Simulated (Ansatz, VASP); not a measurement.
**ZrInS3 in VASP and in Ansatz**

File INCAR:

```
SYSTEM = ZrInS3
PREC     = Accurate       ! precision mode
ENCUT    = 520            ! plane-wave cutoff, eV
EDIFF    = 1E-6           ! SCF threshold, eV
ISMEAR   = 0              ! smearing method
SIGMA    = 0.1            ! smearing width, eV
LREAL    = .FALSE.        ! projectors in reciprocal space
LASPH    = .TRUE.         ! aspherical terms in the spheres
NELM     = 150            ! most SCF steps
ALGO     = Normal         ! electronic algorithm
ISIF     = 2              ! what is computed and relaxed
LWAVE    = .FALSE.        ! write WAVECAR
LCHARG   = .FALSE.        ! write CHGCAR
ISPIN    = 2              ! spin polarisation
MAGMOM   = 1 0 0 0 0      ! initial moments
LORBIT   = 11             ! projections on sites
LMAXMIX  = 4              ! l up to which the mixer works
GGA      = PE             ! functional
NBANDS   = 34             ! bands
```

The input KPOINTS:

```
Automatic mesh
0
G
  4 4 4
  0 0 0
```

POSCAR

```
ZrInS3
1.0
    4.3954679454      0.0000000000      0.0000000000
    0.0000000000      4.3954679454      0.0000000000
    0.0000000000      0.0000000000      6.4933073071
Zr In S
1 1 3
Direct
    0.0000000000      0.0000000000      0.2257750376
    0.5000000000      0.5000000000      0.6481210718
    0.5000000000      0.5000000000      0.0263928733
    0.0000000000      0.5000000000      0.4338055087
    0.5000000000      0.0000000000      0.4338055087
```

Input for Ansatz:

```yaml
crystal:
  lattice:
    - [4.3954679454, 0.0, 0.0]
    - [0.0, 4.3954679454, 0.0]
    - [0.0, 0.0, 6.4933073071]
  atoms:
    - { symbol: Zr, position: [0.0, 0.0, 0.2257750376], spin: 1.0 }
    - { symbol: In, position: [0.5, 0.5, 0.6481210718] }
    - { symbol: S, position: [0.5, 0.5, 0.0263928733] }
    - { symbol: S, position: [0.0, 0.5, 0.4338055087] }
    - { symbol: S, position: [0.5, 0.0, 0.4338055087] }
basis:
  ecutwfc: 420
kpoints:
  mp_grid: { grid: [4, 4, 4] }
hamiltonian:
  xc: pbe
scf:
  occupations: { method: gaussian, width: 0.1 }
  lower_state_search: "off"
output:
  forces: true
  stress: true
  eigenvalues: true
  populations: true
magnetization:
  spin_polarized: true
```

Change from the starting cell: species swapped into the NdBPt3 type (P4mm, No. 99).

Alike in both runs: task single point; functional PBE; k mesh 4 × 4 × 4; occupations gaussian, width 0.1 eV; collinear spin.

```csv
,VASP,Ansatz
version,VASP 6.6.1,Ansatz 0.2.0
potentials or method,"VASP PAW PBE potentials, release 64 (Zr_sv, In_d, S), cutoff 520 eV","scalar-relativistic, plane waves, PAW"
valence electrons in the cell,43,43
```

VASP gave:

```
gap on the k mesh at the Fermi level (eV)                     : none
pressure (GPa)                                                : 0.0
traceless stress, the component that is largest in VASP (GPa) : 0.14
rms of the force components (eV/Å)                            : 0.004
net moment per atom (μB)                                      : 0.00
size of the moment on the site where the two differ most (μB) : 0.00
```

Estimate Ansatz's values.

gap on the k mesh at the Fermi level (eV): none; pressure (GPa): 0.3; traceless stress, the component that is largest in VASP (GPa): -1.23; rms of the force components (eV/Å): 0.023; net moment per atom (μB): 0.18; size of the moment on the site where the two differ most (μB): 0.41.

The net moments are unlike, so the other rows may belong to different states. Site moments also hang on the region over which each program counts them. Atom by atom the forces differ by 0.021 eV/Å (rms over components). A gap of «none» marks a metal or a gap that the smearing closes.
